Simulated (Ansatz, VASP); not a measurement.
One calculation of InSe, two programs

```
CELL_PARAMETERS angstrom
2.04421 1.18022 9.28745
-2.04421 1.18022 9.28745
0.00000 -2.36044 9.28745
ATOMIC_POSITIONS crystal
In 0.00496 0.00496 0.00496
In 0.10637 0.10637 0.10637
Se 0.62596 0.62596 0.62596
Se 0.81871 0.81871 0.81871
```

Alike in both runs: functional PBE; k mesh 7 × 7 × 7; occupations fermi-dirac, width 0.02 eV; no spin polarisation.

Ansatz relaxed the structure, and its values are those at the end. VASP's run is a single point on that final structure, the one shown.

```csv
,VASP,Ansatz
version,VASP 6.6.1,Ansatz 0.2.0
potentials or method,"VASP PAW PBE potentials, release 64 (In_d, Se)","PAW with Ansatz's default frozen-core files, scalar-relativistic"
plane-wave cutoff (eV),520,420
valence electrons in the cell,38,58
```

VASP gave:

```
pressure (GPa)                     : 0.0
rms of the force components (eV/Å) : 0.007
```

Which values does Ansatz return?

Pressure (GPa): 0.0; rms of the force components (eV/Å): 0.001.

The functional is the same, so the differences come from potentials, cutoffs and numerics. VASP's potentials hold 38 valence electrons a cell and Ansatz's 58, so a difference there can come from the potentials and not from the codes.
